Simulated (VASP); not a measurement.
Here is a VASP 6.6.1 calculation.

File INCAR:

```
  ALGO = Normal
  EDIFF = 1E-6
  ENCUT = 520
  GGA = PE
  ISIF = 2
  ISMEAR = 0
  LASPH = True
  LCHARG = False
  LREAL = False
  LWAVE = False
  NBANDS = 16
  NELM = 100
  PREC = Accurate
  SIGMA = 0.1
```

KPOINTS

```
k-points
0
Gamma
  14 4 4
```

POSCAR

```
C
1.0
    1.2840076493      0.0000000000      0.0000000000
    0.4056108163      8.6755012404      0.0000000000
    0.2307949397      4.3055792964      7.5391276421
C
4
Direct
    0.1644977876      0.0430700486      0.0323861076
    0.2928311541      0.4570887428      0.4677400655
    0.4472698085      0.6656146694      0.0338143009
    0.0954012497      0.8342265391      0.4660595260
```

Potentials or basis: VASP PAW PBE potentials, release 64 (C).

The run is started by

```bash
$ cat potpaw_PBE.64/C/POTCAR > POTCAR
$ mpirun -np 1 vasp_std > vasp.out
```

Estimate the band gap on the k mesh.

zero (band 8 reaches 7.41 eV, above the bottom of band 9 at -6.35 eV).

What does it give for the largest force?

0.196 eV/Å.

Stress tensor (GPa, compression positive):
```
-3.43  0.00  0.00
 0.00  1.65  0.02
 0.00  0.02  1.64
```
